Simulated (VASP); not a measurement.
# K (Im-3m) in VASP: notebook

Runs on K. Level: PBE. Tasks: single point.

Everything below comes from runs of VASP 6.6.1. Logs are shortened: lines on timing, memory, paths and dates and some standing lists are left out, and cuts for length are marked.

### 1 The cell of the first run

It takes space group Im-3m (No. 229, cubic). The conventional cell has a = 5.283 Å, b = 5.283 Å, c = 5.283 Å, α = 90.00°, β = 90.00°, γ = 90.00°.

### 2 Single point, PBE

Contents of INCAR:

```
ALGO = Normal
EDIFF = 1E-6
ENCUT = 520
GGA = PE
ISIF = 2
ISMEAR = -1
LASPH = T
LCHARG = T
LELF = T
LREAL = F
LVHAR = T
LWAVE = F
NBANDS = 10
NELM = 60
PREC = Accurate
SIGMA = 0.1
```

Contents of KPOINTS:

```
k-points
0
Gamma
  4 4 4
```

Contents of POSCAR:

```
K
1.0
   -2.6417142217      2.6417142217      2.6417142217
    2.6417142217     -2.6417142217      2.6417142217
    2.6417142217      2.6417142217     -2.6417142217
K
1
Direct
    0.0000000000      0.0000000000      0.0000000000
```

Potentials or basis: VASP PAW PBE potentials, release 64 (K_sv).

Command:

```console
> cat potpaw_PBE.64/K_sv/POTCAR > POTCAR
> mpirun -np 1 vasp_std > vasp.out
```

OUTCAR:

```text
EDIFF = 1E-6
   ENCUT = 520
   GGA = PE
   ISIF = 2
   ISMEAR = -1
   LASPH = T
   LREAL = F
   NELM = 60
   PREC = Accurate

 ion  position               nearest neighbor table
   1  0.000  0.000  0.000-

  LATTYP: Found a body centered cubic cell.
 ALAT       =     5.2834284434

  Lattice vectors:

 A1 = (  -2.6417142217,   2.6417142217,   2.6417142217)
 A2 = (   2.6417142217,  -2.6417142217,   2.6417142217)
 A3 = (   2.6417142217,   2.6417142217,  -2.6417142217)

Analysis of symmetry for initial positions (statically):
=====================================================================
 Subroutine PRICEL returns:
 Original cell was already a primitive cell.

 Routine SETGRP: Setting up the symmetry group for a
 body centered cubic supercell.

 Subroutine GETGRP returns: Found 48 space group operations
 (whereof 48 operations were pure point group operations)
 out of a pool of 48 trial point group operations.

The static configuration has the point symmetry O_h .

Analysis of symmetry for dynamics (positions and initial velocities):
=====================================================================
 Subroutine PRICEL returns:
 Original cell was already a primitive cell.

 Routine SETGRP: Setting up the symmetry group for a
 body centered cubic supercell.

 Subroutine GETGRP returns: Found 48 space group operations
 (whereof 48 operations were pure point group operations)
 out of a pool of 48 trial point group operations.

The dynamic configuration has the point symmetry O_h .

 Subroutine INISYM returns: Found 48 space group operations
 (whereof 48 operations are pure point group operations),
 and found     1 'primitive' translations

----------------------------------------------------------------------------------------

                                     Primitive cell

  volume of cell :      73.7424

  direct lattice vectors                    reciprocal lattice vectors
    -2.641714222  2.641714222  2.641714222     0.000000000  0.189271041  0.189271041
     2.641714222 -2.641714222  2.641714222     0.189271041  0.000000000  0.189271041
     2.641714222  2.641714222 -2.641714222     0.189271041  0.189271041  0.000000000

  length of vectors
     4.575583251  4.575583251  4.575583251     0.267669673  0.267669673  0.267669673

  position of ions in fractional coordinates (direct lattice)
     0.000000000  0.000000000  0.000000000

  ion indices of the primitive-cell ions
   primitive index   ion index
                 1           1

----------------------------------------------------------------------------------------

 KPOINTS: k-points

Automatic generation of k-mesh.
 Grid dimensions read from file:
 generate k-points for:    4    4    4

 Generating k-lattice:

  Cartesian coordinates                     Fractional coordinates (reciprocal lattice)
     0.000000000  0.047317760  0.047317760     0.250000000  0.000000000  0.000000000
     0.047317760  0.000000000  0.047317760     0.000000000  0.250000000  0.000000000
     0.047317760  0.047317760  0.000000000     0.000000000  0.000000000  0.250000000

  Length of vectors
     0.066917418  0.066917418  0.066917418

  Shift w.r.t. Gamma in fractional coordinates (k-lattice)
     0.000000000  0.000000000  0.000000000

 Subroutine IBZKPT returns following result:
 ===========================================

 Found      8 irreducible k-points:

 Following reciprocal coordinates:
            Coordinates               Weight
  0.000000  0.000000  0.000000      1.000000
  0.250000  0.000000  0.000000     12.000000
  0.500000  0.000000  0.000000      6.000000
  0.250000  0.250000  0.000000     24.000000
  0.250000  0.250000  0.250000      2.000000
 -0.250000  0.250000  0.250000      6.000000
  0.500000  0.500000  0.250000     12.000000
  0.500000  0.500000  0.500000      1.000000
   k-points           NKPTS =      8   k-points in BZ     NKDIM =      8   number of bands    NBANDS=     10
   number of dos      NEDOS =    301   number of ions     NIONS =      1
   total plane-waves  NPLWV =  46656
   dimension x,y,z NGX =    36 NGY =   36 NGZ =   36
   dimension x,y,z NGXF=    72 NGYF=   72 NGZF=   72
   ions per type =               1
   NGX,Y,Z   is equivalent  to a cutoff of  13.08, 13.08, 13.08 a.u.
   NGXF,Y,Z  is equivalent  to a cutoff of  26.16, 26.16, 26.16 a.u.
 SYSTEM =  unknown system
   PREC   = accura    normal or accurate (medium, high low for compatibility)
   ISTART =      0    job   : 0-new  1-cont  2-samecut
   ICHARG =      2    charge: 1-file 2-atom 10-const
   ISPIN  =      1    spin polarized calculation?
   LNONCOLLINEAR =      F non collinear calculations
   LSORBIT =      F    spin-orbit coupling
   LASPH  =      T    aspherical Exc in radial PAW
   ENCUT  =  520.0 eV  38.22 Ry    6.18 a.u.   8.51  8.51  8.51*2*pi/ulx,y,z
   NELM   =     60;   NELMIN=  2; NELMDL= -5     # of ELM steps
   EDIFF  = 0.1E-05   stopping-criterion for ELM
   LREAL  =      F    real-space projection
   EDIFFG = 0.1E-04   stopping-criterion for IOM
   NSW    =      0    number of steps for IOM
   IBRION =     -1    ionic relax: 0-MD 1-quasi-New 2-CG
   NFREE  =      0    steps in history (QN), initial steepest desc. (CG)
   ISIF   =      2    stress and relaxation
   ISYM   =      2    0-nonsym 1-usesym 2-fastsym
   POTIM  = 0.5000    time-step for ionic-motion
   TEBEG  =    0.0;   TEEND  =   0.0 temperature during run
   PSTRESS=    0.0 pullay stress
   NELECT =       9.0000    total number of electrons
   NUPDOWN=      -1.0000    fix difference up-down
   EMIN   =  10.00;   EMAX   =-10.00  energy-range for DOS
   EFERMI =   0.00;   METHOD = LEGACY
   ISMEAR =    -1;   SIGMA  =   0.10  broadening in eV -4-tet -1-fermi 0-gaus
   EFERMI_NEDOS =   21; number of points for ismear=-14 and -15
   IALGO  =     38    algorithm
   IMIX   =      4    mixing-type and parameters
     AMIX     =   0.40;   BMIX     =  1.00
     AMIX_MAG =   1.60;   BMIX_MAG =  1.00
  volume/ion in A,a.u.               =      73.74       497.64
  Fermi-wavevector in a.u.,A,eV,Ry     =   0.812051  1.534553  8.972041  0.659426
  Thomas-Fermi vector in A             =   1.921523
   LORBIT       =      0    0 simple, 1 ext, 2 COOP (PROOUT), +10 PAW based schemes
   GGA     = PE    functional components
   LHFCALC =     F    Hartree Fock is set to
   AEXX    =    0.0000 exact exchange contribution
   IVDW    =     0    specifies the selected vdW correction
   LEPSILON=     F    determine dielectric tensor
   LRPA    =     F    only Hartree local field effects (RPA)
 non-spin polarized calculation
  energy-cutoff  :      520.00
  volume of cell :       73.74
 maximum number of plane-waves:      2006
 NGX is ok and might be reduce to    36
   NGX = 17   NGY = 17   NGZ = 17

 number of electron       9.0000001 magnetization

 Free energy of the ion-electron system (eV)
  ---------------------------------------------------
  ext. energy  EPLUGINS =         0.00000000
  ---------------------------------------------------
  free energy    TOTEN  =        -1.02024847 eV

  energy without entropy =       -0.96716224  energy(sigma->0) =       -0.99370536

 E-fermi :  -0.1427     XC(G=0):  -5.6451

 val. band max:       -0.1584175494   @ k =   0.2500   0.2500   0.0000
 cond. band min:       0.3209889172   @ k =   0.5000   0.0000   0.0000
 fundamental gap:      0.4794064666
 Fermi energy:        -0.1426568854

 k-point     1 :       0.0000    0.0000    0.0000
  band No.  band energies     occupation
      1     -32.2574      2.00000
      2     -15.7074      2.00000
      3     -15.7074      2.00000
      4     -15.7074      2.00000
      5      -2.2783      2.00000
      6       4.1668      0.00000
      7       4.1668      0.00000
      8       4.1668      0.00000
      9       5.0745      0.00000
     10       5.0745      0.00000

 k-point     2 :       0.2500    0.0000    0.0000
  band No.  band energies     occupation
      1     -32.2554      2.00000
      2     -15.7411      2.00000
      3     -15.7188      2.00000
      4     -15.7074      2.00000
      5      -1.5251      2.00000
      6       2.8086      0.00000
      7       3.4949      0.00000
      8       4.7710      0.00000
      9       4.8945      0.00000
     10       5.0270      0.00000

 k-point     3 :       0.5000    0.0000    0.0000
  band No.  band energies     occupation
      1     -32.2534      2.00000
      2     -15.7743      2.00000
      3     -15.7300      2.00000
      4     -15.7073      2.00000
      5       0.3210      0.01920
      6       0.5609      0.00176
      7       3.0392      0.00000
      8       4.7349      0.00000
      9       5.6014      0.00000
     10       5.8019      0.00000

 k-point     4 :       0.2500    0.2500    0.0000
  band No.  band energies     occupation
      1     -32.2534      2.00000
      2     -15.7620      2.00000
      3     -15.7354      2.00000
      4     -15.7143      2.00000
      5      -0.1584      1.07864
      6       1.7497      0.00000
      7       2.2665      0.00000
      8       4.6138      0.00000
      9       4.9163      0.00000
     10       5.6073      0.00000

 k-point     5 :       0.2500    0.2500    0.2500
  band No.  band energies     occupation
      1     -32.2532      2.00000
      2     -15.7400      2.00000
      3     -15.7400      2.00000
      4     -15.7400      2.00000
      5       1.3443      0.00000
      6       1.3443      0.00000
      7       1.3443      0.00000
      8       2.9257      0.00000
      9       5.6849      0.00000
     10       5.6849      0.00000

 k-point     6 :      -0.2500    0.2500    0.2500
  band No.  band energies     occupation
      1     -32.2536      2.00000
      2     -15.7420      2.00000
      3     -15.7309      2.00000
      4     -15.7309      2.00000
      5      -0.8185      1.99768
      6       2.7400      0.00000
      7       3.3922      0.00000
      8       3.3922      0.00000
      9       4.9418      0.00000
     10       5.0236      0.00000

 k-point     7 :       0.5000    0.5000    0.2500
  band No.  band energies     occupation
      1     -32.2518      2.00000
      2     -15.7650      2.00000
      3     -15.7429      2.00000
      4     -15.7318      2.00000
      5       0.9116      0.00005
      6       1.0313      0.00002
      7       3.0822      0.00000
      8       3.1975      0.00000
      9       4.6331      0.00000
     10       6.1832      0.00000

 k-point     8 :       0.5000    0.5000    0.5000
  band No.  band energies     occupation
      1     -32.2502      2.00000
      2     -15.7558      2.00000
      3     -15.7558      2.00000
      4     -15.7558      2.00000
      5       1.5485      0.00000
      6       1.5485      0.00000
      7       3.3453      0.00000
      8       3.3453      0.00000
      9       3.3453      0.00000
     10       5.3755      0.00000

------------------------ aborting loop because EDIFF is reached ----------------------------------------

  FORCE on cell =-STRESS in cart. coord.  units (eV):
  Direction    XX          YY          ZZ          XY          YZ          ZX
  --------------------------------------------------------------------------------------
  -------------------------------------------------------------------------------------
  Total        0.0387471      0.0387471      0.0387471      0.0000000     -0.0000000      0.0000000
  in kB        0.8418448      0.8418448      0.8418448      0.0000000     -0.0000000      0.0000000
  external PRESSURE =       0.8418448 kB  Pullay stress =       0.0000000 kB

 VOLUME and BASIS-vectors are now :
 -----------------------------------------------------------------------------
  energy-cutoff  :      520.00
  volume of cell :       73.74
      direct lattice vectors                 reciprocal lattice vectors
    -2.641714222  2.641714222  2.641714222     0.000000000  0.189271041  0.189271041
     2.641714222 -2.641714222  2.641714222     0.189271041  0.000000000  0.189271041
     2.641714222  2.641714222 -2.641714222     0.189271041  0.189271041  0.000000000

 POSITION                                       TOTAL-FORCE (eV/Angst)
 -----------------------------------------------------------------------------------
      0.00000      0.00000      0.00000        -0.000000     -0.000000     -0.000000
 -----------------------------------------------------------------------------------
    total drift:                               -0.000000      0.000000      0.000000

  FREE ENERGIE OF THE ION-ELECTRON SYSTEM (eV)
  ---------------------------------------------------
  free  energy   TOTEN  =        -1.0202484700 eV

  energy  without entropy=       -0.9671622417  energy(sigma->0) =       -0.99370536
```

It took 9.9 s on 1 thread of Intel Xeon 6975P-C, shared host; peak memory 0.19 GiB.

Results:

```
Free energy : -1.0202 eV
Pressure    : 0.1 GPa
```

Caveat: the k points lie up to 0.42 Å⁻¹ apart.

(Continued in part 2 of 2.)
